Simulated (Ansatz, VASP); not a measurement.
As in VASP and in Ansatz

Contents of INCAR:

```
SYSTEM = As
PREC     = Accurate       ! precision mode
ENCUT    = 520            ! plane-wave cutoff, eV
EDIFF    = 1E-6           ! SCF threshold, eV
ISMEAR   = 0              ! smearing method
SIGMA    = 0.1            ! smearing width, eV
LREAL    = .FALSE.        ! projectors in reciprocal space
LASPH    = .TRUE.         ! aspherical terms in the spheres
NELM     = 60             ! most SCF steps
ALGO     = Normal         ! electronic algorithm
ISIF     = 2              ! what is computed and relaxed
LWAVE    = .FALSE.        ! write WAVECAR
LCHARG   = .TRUE.         ! write CHGCAR
GGA      = PE             ! functional
LELF     = .TRUE.         ! ELF
LVHAR    = .TRUE.       
NBANDS   = 30             ! bands
```

The input KPOINTS:

```
regular mesh
0
G
  4 4 4
  0 0 0
```

Contents of POSCAR:

```
As
1.0
    5.4315837389      0.0000000000      0.0000000000
    0.0000000000      5.4315837389      0.0000000000
    0.0000000000      0.0000000000      5.4315837389
As
8
Direct
    0.5000000000      0.5000000000      0.5000000000
    0.0000000000      0.0000000000      0.0000000000
    0.2500000000      0.0000000000      0.5000000000
    0.5000000000      0.2500000000      0.0000000000
    0.5000000000      0.7500000000      0.0000000000
    0.7500000000      0.0000000000      0.5000000000
    0.0000000000      0.5000000000      0.7500000000
    0.0000000000      0.5000000000      0.2500000000
```

Input for Ansatz:

```yaml
crystal:
  lattice:
    - [5.4315837389, 0.0, 0.0]
    - [0.0, 5.4315837389, 0.0]
    - [0.0, 0.0, 5.4315837389]
  atoms:
    - { symbol: As, position: [0.5, 0.5, 0.5] }
    - { symbol: As, position: [0.0, 0.0, 0.0] }
    - { symbol: As, position: [0.25, 0.0, 0.5] }
    - { symbol: As, position: [0.5, 0.25, 0.0] }
    - { symbol: As, position: [0.5, 0.75, 0.0] }
    - { symbol: As, position: [0.75, 0.0, 0.5] }
    - { symbol: As, position: [0.0, 0.5, 0.75] }
    - { symbol: As, position: [0.0, 0.5, 0.25] }
basis:
  ecutwfc: 420
kpoints:
  mp_grid: { grid: [4, 4, 4] }
hamiltonian:
  xc: pbe
scf:
  occupations: { method: gaussian, width: 0.1 }
  lower_state_search: "off"
output:
  forces: true
  stress: true
  eigenvalues: true
```

Alike in both runs: task single point; functional PBE; k mesh 4 × 4 × 4; occupations gaussian, width 0.1 eV; no spin polarisation.

|  | VASP | Ansatz |
| --- | --- | --- |
| version | VASP 6.6.1 | Ansatz 0.2.0 |
| potentials or method | VASP PAW PBE potentials, release 64 (As), cutoff 520 eV | scalar-relativistic, plane waves, PAW |
| valence electrons in the cell | 40 | 120 |

```csv
,VASP,Ansatz,Ansatz less VASP
gap on the k mesh at the Fermi level (eV),none,none,-
pressure (GPa),-1.4,-1.4,-0.06
```

A gap of «none» marks a metal or a gap that the smearing closes. VASP's potentials hold 40 valence electrons a cell and Ansatz's 120, so a difference there can come from the potentials and not from the codes.
